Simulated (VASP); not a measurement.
Here is a VASP 6.6.1 calculation.

File POSCAR:

```
Si
1.0
    0.1060954080      2.7193295478      2.7193295478
    2.7193295478      0.1060954080      2.7193295478
    2.7193295478      2.7193295478      0.1060954080
Si
2
Direct
    0.0026859547      0.0026859547      0.0026859547
    0.2473140453      0.2473140453      0.2473140453
```

The input INCAR.step1:

```
SYSTEM = Si
ALGO     = Normal         ! electronic algorithm
EDIFF    = 1E-4           ! SCF threshold, eV
ENCUT    = 520            ! plane-wave cutoff, eV
GGA      = PE             ! functional
ISMEAR   = -1             ! smearing method
LASPH    = .TRUE.         ! aspherical terms in the spheres
LCHARG   = .FALSE.        ! write CHGCAR
LREAL    = .FALSE.        ! projectors in reciprocal space
LWAVE    = .TRUE.         ! write WAVECAR
NBANDS   = 11             ! bands
NELM     = 80             ! most SCF steps
PREC     = Accurate       ! precision mode
SIGMA    = 0.02           ! smearing width, eV
```

File INCAR.step2:

```
SYSTEM = Si
ALGO     = Normal         ! electronic algorithm
EDIFF    = 1E-7           ! SCF threshold, eV
ENCUT    = 520            ! plane-wave cutoff, eV
ISIF     = 2              ! what is computed and relaxed
ISMEAR   = -1             ! smearing method
ISTART   = 1            
LASPH    = .TRUE.         ! aspherical terms in the spheres
LCHARG   = .FALSE.        ! write CHGCAR
LMIXTAU  = .TRUE.       
LREAL    = .FALSE.        ! projectors in reciprocal space
LWAVE    = .FALSE.        ! write WAVECAR
METAGGA  = R2SCAN         ! meta-GGA
NBANDS   = 11             ! bands
NELM     = 80             ! most SCF steps
PREC     = Accurate       ! precision mode
SIGMA    = 0.02           ! smearing width, eV
```

The input KPOINTS:

```
k-points
0
G
  8 8 8
  0 0 0
```

Potentials or basis: VASP PAW PBE potentials, release 64 (Si).

Run with:

```bash
$ cat potpaw_PBE.64/Si/POTCAR > POTCAR
$ cp INCAR.step1 INCAR
$ mpirun -np 1 vasp_std > vasp.out
$ cp INCAR.step2 INCAR
$ mpirun -np 1 vasp_std > vasp.out
```

(1) Predict the band gap on the k mesh.

(2) Estimate the pressure.

Results:

(1) 0.24 eV (least direct gap 1.86 eV).

(2) 6.7 GPa.

Caveat: the cell differs from its parent crystal (epitaxial 111 strain -4.0%); the cell stands under pressure; the PAW data sets were made with another functional, which shifts forces and pressure a little.
